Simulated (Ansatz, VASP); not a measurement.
SiAu in VASP and in Ansatz

Contents of INCAR:

```
SYSTEM = SiAu
PREC     = Accurate       ! precision mode
ENCUT    = 520            ! plane-wave cutoff, eV
EDIFF    = 1E-6           ! SCF threshold, eV
ISMEAR   = 0              ! smearing method
SIGMA    = 0.1            ! smearing width, eV
LREAL    = .FALSE.        ! projectors in reciprocal space
LASPH    = .TRUE.         ! aspherical terms in the spheres
NELM     = 150            ! most SCF steps
ALGO     = Normal         ! electronic algorithm
ISIF     = 2              ! what is computed and relaxed
LWAVE    = .FALSE.        ! write WAVECAR
LCHARG   = .FALSE.        ! write CHGCAR
ISPIN    = 2              ! spin polarisation
MAGMOM   = 1 0            ! initial moments
LORBIT   = 11             ! projections on sites
LMAXMIX  = 4              ! l up to which the mixer works
NBANDS   = 18             ! bands
```

File KPOINTS:

```
Automatic mesh
0
G
  9 9 8
  0 0 0
```

Contents of POSCAR:

```
SiAu
1.0
    4.3275936236      0.0000000000      0.0000000000
   -2.1637968118      3.7478060153      0.0000000000
    0.0000000000      0.0000000000      3.9424951600
Si Au
1 1
Direct
    0.0000000000      0.0000000000      0.5000000000
    0.6666666700      0.3333333300      0.5000000000
```

Input for Ansatz:

```yaml
crystal:
  lattice:
    - [4.3275936236, 0.0, 0.0]
    - [-2.1637968118, 3.7478060153, 0.0]
    - [0.0, 0.0, 3.94249516]
  atoms:
    - { symbol: Si, position: [0.0, 0.0, 0.5], spin: 1.0 }
    - { symbol: Au, position: [0.66666667, 0.33333333, 0.5] }
magnetization:
  spin_polarized: true
basis:
  ecutwfc: 420
  fft_grid_basis: typed
kpoints:
  mp_grid: { grid: [9, 9, 8] }
hamiltonian:
  xc: lda
  pseudopotentials: { kind: paw }
scf:
  occupations: { method: gaussian, width: 0.1 }
output:
  forces: true
  stress: true
  eigenvalues: true
  bader: true
  write_density: true
  volumetric_format: npy
  populations: true
```

Alike in both runs: task single point; functional LDA; k mesh 9 × 9 × 8; occupations gaussian, width 0.1 eV; collinear spin.

```csv
,VASP,Ansatz
version,VASP 6.6.1,Ansatz 0.2.0
potentials or method,"VASP PAW LDA potentials, release 64 (Si, Au), cutoff 520 eV","scalar-relativistic, plane waves, PAW"
valence electrons in the cell,15,23
```

```tsv
	VASP	Ansatz	Ansatz less VASP
gap on the k mesh at the Fermi level (eV)	none	none	-
net moment per atom (μB)	0.00	0.00	0.000
```

LDA's correlation is that of Perdew and Zunger in VASP and of Perdew and Wang (1992) in Ansatz. A gap of «none» marks a metal or a gap that the smearing closes. VASP's potentials hold 15 valence electrons a cell and Ansatz's 23, so a difference there can come from the potentials and not from the codes. Ansatz's warnings: seeded moment not kept.

Neither program's run includes spin-orbit coupling.
